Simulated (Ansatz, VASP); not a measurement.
## Pt: VASP beside Ansatz

```
CELL_PARAMETERS angstrom
2.78213 0.00000 0.00000
-1.39107 2.40940 0.00000
0.00000 0.00000 4.78785
ATOMIC_POSITIONS crystal
Pt 0.33333 0.66667 0.25000
Pt 0.66667 0.33333 0.75000
```

Alike in both runs: functional RPBE; k mesh 13 × 13 × 7; occupations fermi-dirac, width 0.1 eV; no spin polarisation.

Ansatz relaxed the structure, and its values are those at the end. VASP's run is a single point on that final structure, the one shown.

```csv
,VASP,Ansatz
version,VASP 6.6.1,Ansatz 0.2.0
potentials or method,"VASP PAW PBE potentials, release 64 (Pt), cutoff 520 eV","plane waves (420 eV) with PAW, scalar-relativistic"
valence electrons in the cell,20,36
```

Ansatz gave:

```
pressure (GPa) : 0.0
```

Problem. Which values does VASP return?

Solution. Pressure (GPa): -0.5.

VASP's potentials were made for PBE, not for RPBE. VASP's potentials hold 20 valence electrons a cell and Ansatz's 36, so a difference there can come from the potentials and not from the codes.

Spin-orbit coupling is off throughout.
